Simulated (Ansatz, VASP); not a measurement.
Ni in VASP and in Ansatz

INCAR

```
PREC = Accurate
ENCUT = 520
EDIFF = 1E-6
ISMEAR = -1
SIGMA = 0.05
LREAL = F
LASPH = T
NELM = 150
ALGO = Normal
ISIF = 2
LWAVE = F
LCHARG = T
ISPIN = 2
MAGMOM = 0.68 0.68 0.691 0.691
LORBIT = 11
LMAXMIX = 4
GGA = PE
LELF = T
LVHAR = T
NBANDS = 32
```

File KPOINTS:

```
Automatic mesh
0
Gamma
  19 19 5
```

Contents of POSCAR:

```
Ni
1.0
    2.4538231632      0.0000000000      0.0000000000
   -1.2269115816      2.1250731957      0.0000000000
    0.0000000000      0.0000000000      8.0342607615
Ni
4
Direct
    1.0000000000      1.0000000000      0.0000000000
    1.0000000000      1.0000000000      0.5000000000
    0.3333333333      0.6666666667      0.2500000000
    0.6666666667      0.3333333333      0.7500000000
```

Input for Ansatz:

```yaml
crystal:
  lattice:
    - [2.4538231632, 0.0, 0.0]
    - [-1.2269115816, 2.1250731957, 0.0]
    - [0.0, 0.0, 8.0342607615]
  atoms:
    - { symbol: Ni, position: [1.0, 1.0, 0.0], spin: 0.68 }
    - { symbol: Ni, position: [1.0, 1.0, 0.5], spin: 0.68 }
    - { symbol: Ni, position: [0.3333333333, 0.6666666667, 0.25], spin: 0.691 }
    - { symbol: Ni, position: [0.6666666667, 0.3333333333, 0.75], spin: 0.691 }
hamiltonian:
  xc: pbe
  pseudopotentials:
    kind: paw
    azcp:
      Ni: "pseudopotentials/Ni.paw.azcp"
basis:
  ecutwfc: 420
  fft_grid_basis: typed
kpoints:
  mp_grid: { grid: [19, 19, 5], shift: [0, 0, 0] }
magnetization:
  spin_polarized: true
scf:
  occupations: { method: fermi_dirac, width: 0.05 }
output:
  stress: true
```

Alike in both runs: task single point; functional PBE; k mesh 19 × 19 × 5; occupations fermi-dirac, width 0.05 eV; collinear spin.

|  | VASP | Ansatz |
| --- | --- | --- |
| version | VASP 6.6.1 | Ansatz 0.2.0 |
| potentials or method | VASP PAW PBE potentials, release 64 (Ni), cutoff 520 eV | plane waves (420 eV) with PAW, scalar-relativistic |
| valence electrons in the cell | 40 | 72 |

|  | VASP | Ansatz | Ansatz less VASP |
| --- | --- | --- | --- |
| pressure (GPa) | 8.7 | 8.9 | +0.22 |
| traceless stress, the component that is largest in VASP (GPa) | 0.16 | 0.14 | -0.020 |
| net moment per atom (μB) | 0.62 | 0.63 | +0.014 |
| size of the moment on the site where the two differ most (μB) | 0.63 | 0.67 | +0.044 |

Site moments also hang on the region over which each program counts them. The functional is the same, so the differences come from potentials, cutoffs and numerics. VASP's potentials hold 40 valence electrons a cell and Ansatz's 72, so a difference there can come from the potentials and not from the codes.
